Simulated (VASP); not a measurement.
# GaSb (dq5): single point with LDA

Crystal: GaSb (dq5).

```
Ga Sb
1.0
     0.00000    3.02443    3.02443
     3.02443    0.00000    3.02443
     3.02443    3.02443    0.00000
Ga Sb
1 1
Direct
  0.00000 0.00000 0.00000
  0.25000 0.25000 0.25000
```

```
Program             : VASP 6.6.1
Task                : single point
Functional          : LDA
Potentials or basis : VASP PAW LDA potentials, release 64 (Ga_d, Sb)
Cutoff              : 500 eV
k mesh              : 10 × 10 × 10
Occupations         : gaussian, width 0.1 eV
Spin                : no spin polarisation
```

```json
{
  "Pressure": "0.2 GPa",
  "Band gap on the k mesh": "0.12 eV, direct"
}
```

Levels at points of the mesh, in eV from the valence-band top:
```
           k point  band 6  band 7  band 8  band 9  band 10  band 11  band 12  band 13
(0.00, 0.00, 0.00)  -11.76    0.00    0.00    0.00     0.12     2.74     2.74     2.74
(0.50, 0.00, 0.00)  -10.05   -6.58   -1.21   -1.21     0.37     3.71     3.71     6.29
(0.50, 0.50, 0.00)   -9.17   -7.01   -2.70   -2.70     0.79     1.10     8.80     8.80
```

Wall time 21 s on 1 thread of Intel(R) Xeon(R) Platinum 8488C (Sapphire Rapids), on a shared host, peak memory 0.18 GiB.

Caveat: spin-orbit coupling is left out, which moves the levels of the heavy elements. A k mesh can miss the band edges.
